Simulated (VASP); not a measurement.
Here is a VASP 6.6.1 calculation.

The input POSCAR:

```
KTaO3
1.0
    3.9103284809      0.0000000000      0.0000000000
    0.0000000000      3.9103284809      0.0000000000
    0.0000000000      0.0000000000      3.9103284809
K Ta O
1 1 3
Direct
    0.0000000000      0.0000000000      0.0000000000
    0.5000000000      0.5000000000      0.5000000000
    0.5000000000      0.5000000000      0.0000000000
    0.5000000000      0.0000000000      0.5000000000
    0.0000000000      0.5000000000      0.5000000000
```

Contents of INCAR.step1:

```
ALGO = Normal
EDIFF = 1E-5
ENCUT = 660
GGA = PE
GGA_COMPAT = F
ISMEAR = 0
LASPH = T
LCHARG = F
LREAL = F
LWAVE = T
NBANDS = 28
NELM = 120
PREC = Accurate
SIGMA = 0.01
```

INCAR.step2

```
ALGO = Normal
EDIFF = 1E-6
ENCUT = 660
GGA_COMPAT = F
ISIF = 2
ISMEAR = 0
ISTART = 1
LASPH = T
LCHARG = F
LMIXTAU = T
LREAL = F
LWAVE = F
METAGGA = R2SCAN
NBANDS = 28
NELM = 120
PREC = Accurate
SIGMA = 0.01
```

Contents of KPOINTS:

```
k-points
0
Gamma
  6 6 6
```

Potentials or basis: VASP PAW PBE potentials, release 64 (K_sv, Ta_sv_GW, O).

Command:

```console
$ cat potpaw_PBE.64/K_sv/POTCAR potpaw_PBE.64/Ta_sv_GW/POTCAR potpaw_PBE.64/O/POTCAR > POTCAR
$ cp INCAR.step1 INCAR
$ mpirun -np 1 vasp_std > vasp.out
$ cp INCAR.step2 INCAR
$ mpirun -np 1 vasp_std > vasp.out
```

Problem. Estimate the pressure.

Solution. 14.7 GPa.

Problem. Predict the band gap on the k mesh.

Solution. 2.77 eV, indirect (least direct gap 3.38 eV).

Caveat: the cell differs from its parent crystal (strain -2.0%); the PAW data sets were made with another functional, which shifts forces and pressure a little; spin-orbit coupling is left out, which moves the levels of the heavy elements. A k mesh can miss the band edges.
